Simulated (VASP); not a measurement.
Cu, 1 atom in the cell. It takes space group I4/mmm (No. 139, tetragonal). The conventional cell has a = 3.174 Å, b = 3.174 Å, c = 2.752 Å, α = 90.00°, β = 90.00°, γ = 90.00°. Cu (site symmetry 4/mmm) has 14 Cu at 2.63 to 3.17 Å within 3.5 Å.  This cell differs from its parent crystal: strain +0.1000 x Voigt [1, 1, 0, 0, 0, 0].

- Program: VASP 6.6.1
- Task: single point
- Functional: r2SCAN
- Potentials or basis: VASP PAW PBE potentials, release 64 (Cu)
- Cutoff: 520 eV
- k mesh: 24 × 24 × 24
- Occupations: gaussian, width 0.15 eV
- Spin: no spin polarisation
- Dipole correction: no
- Further INCAR settings: ALGO = Normal; EDIFF = 1e-06; NBANDS = 12

Potentials or basis: VASP PAW PBE potentials, release 64 (Cu).

Command:

```bash
$ cat potpaw_PBE.64/Cu/POTCAR > POTCAR
$ cp INCAR.step1 INCAR
$ mpirun -np 1 vasp_std > vasp.out
$ cp INCAR.step2 INCAR
$ mpirun -np 1 vasp_std > vasp.out
```

Hardware: 1 thread of Intel Xeon 8259CL, with other jobs on the host.

Estimate the wall time of this run.

Run time: 14 min on 1 thread of Intel Xeon 8259CL, on a shared host, peak memory 0.27 GiB. Counts: k points 1063.
